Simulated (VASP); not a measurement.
La:

```xyz
4
Lattice="3.7963 0.0000 0.0000 -1.8982 3.2877 0.0000 0.0000 0.0000 12.0413" Properties=species:S:1:pos:R:3 pbc="T T T"
La    0.0000    0.0000    0.0000
La    0.0000    0.0000    6.0206
La    0.0000    2.1918    3.0103
La    1.8982    1.0959    9.0309
```

| Item | Value |
| --- | --- |
| Program | VASP 6.6.1 |
| Task | relaxation of cell and atoms |
| Functional | PBEsol |
| Potentials or basis | VASP PAW PBE potentials, release 64 (La) |
| Cutoff | 300 eV |
| k mesh | 12 × 12 × 4 |
| Occupations | gaussian, width 0.1 eV |
| Spin | no spin polarisation |

At the start: pressure -2.4 GPa; volume 37.57 Å³/atom.

**Question.** How do energy, volume and symmetry change on relaxing?

**Answer.** Over 10 steps the energy falls by 29.6 meV/atom and the volume is 34.01 Å³/atom (-9.5 %); space group P6_3/mmc (No. 194, to 0.1 Å) before and after.

Step by step:
```csv
step,energy change (eV),largest force (eV/Å),pressure (GPa),volume (Å³)
1,0.0000,0.0000,-2.44,150.29
2,-0.1146,0.0000,-0.42,138.19
3,-0.1178,0.0000,-0.02,136.12
4,-0.1178,0.0000,0.04,135.85
5,-0.1181,0.0000,0.03,135.89
6,-0.1182,0.0000,0.02,135.90
7,-0.1182,0.0000,0.02,135.91
8,-0.1182,0.0000,0.02,135.91
9,-0.1182,0.0000,0.02,135.91
10,-0.1182,0.0000,0.00,136.02
```

Final structure:
```
CELL_PARAMETERS angstrom
3.65598 0.00000 0.00000
-1.82799 3.16617 0.00000
0.00000 0.00000 11.75115
ATOMIC_POSITIONS crystal
La 0.00000 0.00000 0.00000
La 0.00000 0.00000 0.50000
La 0.33333 0.66667 0.25000
La 0.66667 0.33333 0.75000
```

Caveat: the PAW data sets were made with another functional, which shifts forces and pressure a little.
